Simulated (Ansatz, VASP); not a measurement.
Bi in VASP and in Ansatz

```
Bi
1.0
     2.22754    1.28607    3.95400
    -2.22754    1.28607    3.95400
     0.00000   -2.57214    3.95400
Bi
2
Direct
  0.23389 0.23389 0.23389
  0.76611 0.76611 0.76611
```

Change from the starting cell: equal xx and yy strain of -2 %.

Alike in both runs: task single point; functional PBEsol; k mesh 10 × 10 × 10; occupations fermi-dirac, width 0.03 eV; no spin polarisation.

```csv
,VASP,Ansatz
version,VASP 6.6.1,Ansatz 0.2.0
potentials or method,"VASP PAW PBE potentials, release 64 (Bi_d), cutoff 520 eV","all-electron LAPW, scalar-relativistic"
```

|  | VASP | Ansatz | Ansatz less VASP |
| --- | --- | --- | --- |
| pressure (GPa) | 1.5 | 1.6 | +0.09 |
| traceless stress, the component that is largest in VASP (GPa) | -0.60 | -0.60 | -0.003 |
| rms of the force components (eV/Å) | 0.166 | 0.162 | -0.0033 |

VASP's potentials were made for PBE, not for PBEsol. Atom by atom the forces differ by 0.003 eV/Å (rms over components). Ansatz ran all-electron here, and VASP with PAW potentials.

Neither program's run includes spin-orbit coupling.
